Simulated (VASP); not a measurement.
# Co (P-3m1) in VASP: single point with PBEsol

Aim: the single point of Co with PBEsol.

Program: VASP 6.6.1. These are calculated values, not measurements. Logs are shortened: lines on timing, memory, paths and dates and some standing lists are left out, and cuts for length are marked.

## (1) The cell of the first run

It takes space group P-3m1 (No. 164, trigonal). Conventional cell: a = 2.487 Å, b = 2.487 Å, c = 4.063 Å, α = 90.00°, β = 90.00°, γ = 120.00°. Within 3.2 Å of Co (site symmetry 3m) lie 12 Co at 2.42 to 2.55 Å.

## (2) Single point, PBEsol

INCAR reads:

```
SYSTEM = Co
ALGO = Normal
EDIFF = 1E-6
ENCUT = 520
GGA = PS
ISIF = 2
ISMEAR = 1
LASPH = .True.
LCHARG = .False.
LREAL = .False.
LWAVE = .False.
NBANDS = 16
NELM = 100
PREC = Accurate
SIGMA = 0.05
```

KPOINTS reads:

```
k-points
0
Gamma
  24 24 12
  0 0 0
```

POSCAR reads:

```
Co
1.0
    2.4873648738      0.0000000000      0.0000000000
   -1.2436824369      2.1541211692      0.0000000000
    0.0000000000      0.0000000000      4.0632895034
Co
2
Direct
    0.3333333333      0.6666666667      0.7401390000
    0.6666666667      0.3333333333      0.2598610000
```

Potentials or basis: VASP PAW PBE potentials, release 64 (Co).

Started as:

```
cat potpaw_PBE.64/Co/POTCAR > POTCAR
mpirun -np 1 vasp_std > vasp.out
```

OUTCAR:

```text
SYSTEM = Co
   EDIFF = 1E-6
   ENCUT = 520
   GGA = PS
   ISIF = 2
   ISMEAR = 1
   LASPH = .True.
   LREAL = .False.
   NELM = 100
   PREC = Accurate

 ion  position               nearest neighbor table
   1  0.333  0.667  0.740-   2 2.42   2 2.42   2 2.42   2 2.55   2 2.55   2 2.55
   2  0.667  0.333  0.260-   1 2.42   1 2.42   1 2.42   1 2.55   1 2.55   1 2.55

  LATTYP: Found a hexagonal cell.
 ALAT       =     2.4873648738
 C/A-ratio  =     1.6335719565

  Lattice vectors:

 A1 = (   2.4873648738,   0.0000000000,   0.0000000000)
 A2 = (  -1.2436824369,   2.1541211692,   0.0000000000)
 A3 = (   0.0000000000,   0.0000000000,   4.0632895034)

Analysis of symmetry for initial positions (statically):
=====================================================================
 Subroutine PRICEL returns:
 Original cell was already a primitive cell.

 Routine SETGRP: Setting up the symmetry group for a
 hexagonal supercell.

 Subroutine GETGRP returns: Found 12 space group operations
 (whereof 12 operations were pure point group operations)
 out of a pool of 24 trial point group operations.

The static configuration has the point symmetry D_3d.

Analysis of symmetry for dynamics (positions and initial velocities):
=====================================================================
 Subroutine PRICEL returns:
 Original cell was already a primitive cell.

 Routine SETGRP: Setting up the symmetry group for a
 hexagonal supercell.

 Subroutine GETGRP returns: Found 12 space group operations
 (whereof 12 operations were pure point group operations)
 out of a pool of 24 trial point group operations.

The dynamic configuration has the point symmetry D_3d.

 Subroutine INISYM returns: Found 12 space group operations
 (whereof 12 operations are pure point group operations),
 and found     1 'primitive' translations

----------------------------------------------------------------------------------------

                                     Primitive cell

  volume of cell :      21.7715

  direct lattice vectors                    reciprocal lattice vectors
     2.487364874  0.000000000  0.000000000     0.402031889  0.232113220  0.000000000
    -1.243682437  2.154121169  0.000000000     0.000000000  0.464226439  0.000000000
     0.000000000  0.000000000  4.063289503     0.000000000  0.000000000  0.246106018

  length of vectors
     2.487364874  2.487364874  4.063289503     0.464226439  0.464226439  0.246106018

  position of ions in fractional coordinates (direct lattice)
     0.333333333  0.666666667  0.740139000
     0.666666667  0.333333333  0.259861000

  ion indices of the primitive-cell ions
   primitive index   ion index
                 1           1
                 2           2

----------------------------------------------------------------------------------------

 KPOINTS: k-points

Automatic generation of k-mesh.
 Grid dimensions read from file:
 generate k-points for:   24   24   12

 Generating k-lattice:

  Cartesian coordinates                     Fractional coordinates (reciprocal lattice)
     0.016751329  0.009671384  0.000000000     0.041666667  0.000000000  0.000000000
     0.000000000  0.019342768  0.000000000     0.000000000  0.041666667  0.000000000
     0.000000000  0.000000000  0.020508835     0.000000000  0.000000000  0.083333333

  Length of vectors
     0.019342768  0.019342768  0.020508835

  Shift w.r.t. Gamma in fractional coordinates (k-lattice)
     0.000000000  0.000000000  0.000000000

 Subroutine IBZKPT returns following result:
 ===========================================

 Found    667 irreducible k-points:

 Following reciprocal coordinates:
            Coordinates               Weight
  0.000000  0.000000  0.000000      1.000000
  0.041667 -0.000000  0.000000      6.000000
  0.083333  0.000000  0.000000      6.000000
  0.125000  0.000000  0.000000      6.000000
  0.166667  0.000000  0.000000      6.000000
  0.208333 -0.000000  0.000000      6.000000
[... 16 lines left out ...]
  0.416667  0.041667  0.000000     12.000000
  0.458333  0.041667  0.000000     12.000000
 [... further k-points ...]
   k-points           NKPTS =    667   k-points in BZ     NKDIM =    667   number of bands    NBANDS=     16
   number of dos      NEDOS =    301   number of ions     NIONS =      2
   total plane-waves  NPLWV =   9720
   dimension x,y,z NGX =    18 NGY =   18 NGZ =   30
   dimension x,y,z NGXF=    36 NGYF=   36 NGZF=   60
   ions per type =               2
   NGX,Y,Z   is equivalent  to a cutoff of  12.03, 12.03, 12.27 a.u.
   NGXF,Y,Z  is equivalent  to a cutoff of  24.06, 24.06, 24.55 a.u.
 SYSTEM =  Co
   PREC   = accura    normal or accurate (medium, high low for compatibility)
   ISTART =      0    job   : 0-new  1-cont  2-samecut
   ICHARG =      2    charge: 1-file 2-atom 10-const
   ISPIN  =      1    spin polarized calculation?
   LNONCOLLINEAR =      F non collinear calculations
   LSORBIT =      F    spin-orbit coupling
   LASPH  =      T    aspherical Exc in radial PAW
   ENCUT  =  520.0 eV  38.22 Ry    6.18 a.u.   4.62  4.62  7.56*2*pi/ulx,y,z
   NELM   =    100;   NELMIN=  2; NELMDL= -5     # of ELM steps
   EDIFF  = 0.1E-05   stopping-criterion for ELM
   LREAL  =      F    real-space projection
   EDIFFG = 0.1E-04   stopping-criterion for IOM
   NSW    =      0    number of steps for IOM
   IBRION =     -1    ionic relax: 0-MD 1-quasi-New 2-CG
   NFREE  =      0    steps in history (QN), initial steepest desc. (CG)
   ISIF   =      2    stress and relaxation
   ISYM   =      2    0-nonsym 1-usesym 2-fastsym
   POTIM  = 0.5000    time-step for ionic-motion
   TEBEG  =    0.0;   TEEND  =   0.0 temperature during run
   PSTRESS=    0.0 pullay stress
   NELECT =      18.0000    total number of electrons
   NUPDOWN=      -1.0000    fix difference up-down
   EMIN   =  10.00;   EMAX   =-10.00  energy-range for DOS
   EFERMI =   0.00;   METHOD = LEGACY
   ISMEAR =     1;   SIGMA  =   0.05  broadening in eV -4-tet -1-fermi 0-gaus
   EFERMI_NEDOS =   21; number of points for ismear=-14 and -15
   IALGO  =     38    algorithm
   IMIX   =      4    mixing-type and parameters
     AMIX     =   0.40;   BMIX     =  1.00
     AMIX_MAG =   1.60;   BMIX_MAG =  1.00
  volume/ion in A,a.u.               =      10.89        73.46
  Fermi-wavevector in a.u.,A,eV,Ry     =   1.536514  2.903591 32.121660  2.360875
  Thomas-Fermi vector in A             =   2.643152
   LORBIT       =      0    0 simple, 1 ext, 2 COOP (PROOUT), +10 PAW based schemes
   GGA     = PS    functional components
   LHFCALC =     F    Hartree Fock is set to
   AEXX    =    0.0000 exact exchange contribution
   IVDW    =     0    specifies the selected vdW correction
   LEPSILON=     F    determine dielectric tensor
   LRPA    =     F    only Hartree local field effects (RPA)
 non-spin polarized calculation
 Methfessel and Paxton  Order N= 1 SIGMA  =   0.05
  energy-cutoff  :      520.00
  volume of cell :       21.77
 maximum number of plane-waves:       602
   NGX =  9   NGY =  9   NGZ = 15

 number of electron      17.9999996 magnetization

 Free energy of the ion-electron system (eV)
  ---------------------------------------------------
  ext. energy  EPLUGINS =         0.00000000
  ---------------------------------------------------
  free energy    TOTEN  =       -14.95216419 eV

  energy without entropy =      -14.95194320  energy(sigma->0) =      -14.95209053

 E-fermi :   9.9452     XC(G=0): -13.5729

 val. band max:        9.9443024206   @ k =  -0.0833   0.3750   0.1667
 cond. band min:       9.9460918228   @ k =   0.2500   0.0833   0.5000
 fundamental gap:      0.0017894022
 Fermi energy:         9.9452232682

 k-point     1 :       0.0000    0.0000    0.0000
  band No.  band energies     occupation
      1       1.0872      2.00000
      2       5.2912      2.00000
      3       8.0773      2.00000
      4       8.1640      2.00000
      5       8.1640      2.00000
      6       8.4593      2.00000
[... 8 lines left out ...]
     15      34.8172      0.00000
     16      34.8830      0.00000

 k-point     2 :       0.0417   -0.0000    0.0000
  band No.  band energies     occupation
      1       1.1487      2.00000
      2       5.3317      2.00000
      3       8.0055      2.00000
      4       8.1940      2.00000
      5       8.2253      2.00000
      6       8.4415      2.00000
[... 8 lines left out ...]
     15      33.4887      0.00000
     16      33.9371      0.00000

 k-point     3 :       0.0833    0.0000    0.0000
  band No.  band energies     occupation
      1       1.3319      2.00000
      2       5.4491      2.00000
      3       7.8823      2.00000
      4       8.2823      2.00000
      5       8.3102      2.00000
      6       8.3959      2.00000
[... 8 lines left out ...]
     15      32.5624      0.00000
     16      32.6769      0.00000

 k-point     4 :       0.1250    0.0000    0.0000
  band No.  band energies     occupation
      1       1.6325      2.00000
      2       5.6296      2.00000
      3       7.7313      2.00000
      4       8.1864      2.00000
      5       8.3079      2.00000
      6       8.4241      2.00000
[... 8 lines left out ...]
     15      31.4409      0.00000
     16      32.0553      0.00000

 k-point     5 :       0.1667    0.0000    0.0000
  band No.  band energies     occupation
      1       2.0421      2.00000
      2       5.8472      2.00000
      3       7.5521      2.00000
      4       7.7952      2.00000
      5       8.2123      2.00000
      6       8.5699      2.00000
[... 8 lines left out ...]
     15      30.2684      0.00000
     16      31.6148      0.00000

 k-point     6 :       0.2083   -0.0000    0.0000
  band No.  band energies     occupation
      1       2.5479      2.00000
      2       6.0577      2.00000
      3       7.3007      2.00000
      4       7.5284      2.00000
      5       8.1289      2.00000
      6       8.5037      2.00000
[... 8 lines left out ...]
     15      29.1744      0.00000
     16      31.1068      0.00000

 k-point     7 :       0.2500    0.0000    0.0000
  band No.  band energies     occupation
      1       3.1293      2.00000
      2       6.2000      2.00000
      3       6.9992      2.00000
      4       7.4134      2.00000
      5       8.0852      2.00000
      6       8.4029      2.00000
[... 8 lines left out ...]
     15      28.1717      0.00000
     16      30.0383      0.00000

 k-point     8 :       0.2917   -0.0000    0.0000
  band No.  band energies     occupation
      1       3.7542      2.00000
      2       6.2302      2.00000
      3       6.7287      2.00000
      4       7.3872      2.00000
      5       8.1108      2.00000
      6       8.3020      2.00000
[... 8 lines left out ...]
     15      27.2743      0.00000
     16      28.4819      0.00000

 k-point     9 :       0.3333    0.0000    0.0000
  band No.  band energies     occupation
      1       4.3729      2.00000
      2       6.1691      2.00000
      3       6.5060      2.00000
      4       7.4201      2.00000
      5       8.2019      2.00000
      6       8.2103      2.00000
[... 8 lines left out ...]
     15      26.4991      0.00000
     16      27.0053      0.00000
[... 172 lines left out ...]
 k-point    19 :       0.2500    0.0417    0.0000
  band No.  band energies     occupation
      1       3.4790      2.00000
      2       6.2553      2.00000
      3       6.8512      2.00000
      4       7.3567      2.00000
      5       8.0859      2.00000
      6       8.3085      2.00000
[... 8 lines left out ...]
     15      27.0369      0.00000
     16      29.2774      0.00000

 k-point    20 :       0.2917    0.0417    0.0000
  band No.  band energies     occupation
      1       4.1068      2.00000
      2       6.2330      2.00000
      3       6.6097      2.00000
      4       7.3615      2.00000
      5       8.1363      2.00000
      6       8.2275      2.00000
[... 8 lines left out ...]
     15      26.2679      0.00000
     16      27.7624      0.00000

 k-point    21 :       0.3333    0.0417    0.0000
  band No.  band energies     occupation
      1       4.6961      2.00000
      2       6.1449      2.00000
      3       6.4163      2.00000
      4       7.4221      2.00000
      5       8.1249      2.00000
      6       8.2677      2.00000
[... 8 lines left out ...]
     15      25.6011      0.00000
     16      26.3318      0.00000

 k-point    22 :       0.3750    0.0417    0.0000
  band No.  band energies     occupation
      1       5.1756      2.00000
      2       6.0387      2.00000
      3       6.2717      2.00000
      4       7.5422      2.00000
      5       8.0729      2.00000
      6       8.2533      2.00000
[... 8 lines left out ...]
     15      24.9961      0.00000
     16      25.0508      0.00000

 k-point    23 :       0.4167    0.0417    0.0000
  band No.  band energies     occupation
      1       5.5011      2.00000
      2       5.9379      2.00000
      3       6.1756      2.00000
      4       7.6992      2.00000
      5       8.0376      2.00000
      6       8.1939      2.00000
[... 8 lines left out ...]
     15      23.8089      0.00000
     16      24.5617      0.00000

 k-point    24 :       0.4583    0.0417    0.0000
  band No.  band energies     occupation
      1       5.6864      2.00000
      2       5.8484      2.00000
      3       6.1275      2.00000
      4       7.8152      2.00000
      5       8.0209      2.00000
      6       8.1597      2.00000
[... 8 lines left out ...]
     15      22.9376      0.00000
     16      24.0970      0.00000

 [... further k-points ...]

------------------------ aborting loop because EDIFF is reached ----------------------------------------

  FORCE on cell =-STRESS in cart. coord.  units (eV):
  Direction    XX          YY          ZZ          XY          YZ          ZX
  --------------------------------------------------------------------------------------
  -------------------------------------------------------------------------------------
  Total       -2.8168564     -2.8168564     -3.1754401      0.0000000      0.0000000     -0.0000000
  in kB     -207.2945593   -207.2945593   -233.6829983      0.0000000      0.0000000     -0.0000000
  external PRESSURE =    -216.0907056 kB  Pullay stress =       0.0000000 kB

 VOLUME and BASIS-vectors are now :
 -----------------------------------------------------------------------------
  energy-cutoff  :      520.00
  volume of cell :       21.77
      direct lattice vectors                 reciprocal lattice vectors
     2.487364874  0.000000000  0.000000000     0.402031889  0.232113220  0.000000000
    -1.243682437  2.154121169  0.000000000     0.000000000  0.464226439  0.000000000
     0.000000000  0.000000000  4.063289503     0.000000000  0.000000000  0.246106018

 POSITION                                       TOTAL-FORCE (eV/Angst)
 -----------------------------------------------------------------------------------
     -0.00000      1.43608      3.00740         0.000000     -0.000000      0.513893
      1.24368      0.71804      1.05589        -0.000000      0.000000     -0.513893
 -----------------------------------------------------------------------------------
    total drift:                                0.000000     -0.000000     -0.000000

  FREE ENERGIE OF THE ION-ELECTRON SYSTEM (eV)
  ---------------------------------------------------
  free  energy   TOTEN  =       -14.9521641888 eV

  energy  without entropy=      -14.9519432016  energy(sigma->0) =      -14.95209053
```

Wall time 2.2 min (1 thread of Intel Xeon Platinum 8375C at 2.90GHz (Ice Lake), shared host); peak memory 0.3 GiB.

Results:

```
Free energy            : -14.9522 eV
Pressure               : -21.6 GPa
Largest force          : 0.514 eV/Å
Band gap on the k mesh : zero (band 9 reaches 10.27 eV, above the bottom of band 10 at 8.88 eV)
```

Forces in eV/Å, atoms in the order of the input:
```
Co   0.000  0.000  0.514
Co   0.000  0.000 -0.514
```

Caveat: the PAW data sets were made with another functional, which shifts forces and pressure a little; the run has no spin polarisation, though such a crystal can be magnetic.
